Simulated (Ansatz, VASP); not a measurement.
One calculation of C, two programs

```
CELL_PARAMETERS angstrom
1.22913 0.70964 3.28357
-1.22913 0.70964 3.28357
0.00000 -1.41928 3.28357
ATOMIC_POSITIONS crystal
C 0.18240 0.18240 0.15422
C 0.81760 0.81760 0.84578
```

Change from the starting cell: mode 4 frozen in at +0.063 Å and mode 6 at +0.040 Å (largest displacements).

Alike in both runs: task single point; functional PBEsol; dispersion D3(BJ); k mesh 15 × 15 × 15; occupations gaussian, width 0.05 eV; no spin polarisation.

```csv
,VASP,Ansatz
version,VASP 6.6.1,Ansatz 0.2.0
potentials or method,"VASP PAW PBE potentials, release 64 (C), cutoff 520 eV","scalar-relativistic, plane waves, PAW"
valence electrons in the cell,8,8
```

|  | VASP | Ansatz | Ansatz less VASP |
| --- | --- | --- | --- |
| gap on the k mesh at the Fermi level (eV) | 0.30 | 0.31 | +0.002 |
| least direct gap on the mesh (eV) | 0.30 | 0.31 | +0.002 |
| pressure (GPa) | 2.3 | 1.7 | -0.65 |
| traceless stress, the component that is largest in VASP (GPa) | 10.34 | 9.76 | -0.581 |
| rms of the force components (eV/Å) | 2.501 | 2.497 | -0.0033 |

VASP's potentials were made for PBE, not for PBEsol. Atom by atom the forces differ by 0.008 eV/Å (rms over components).
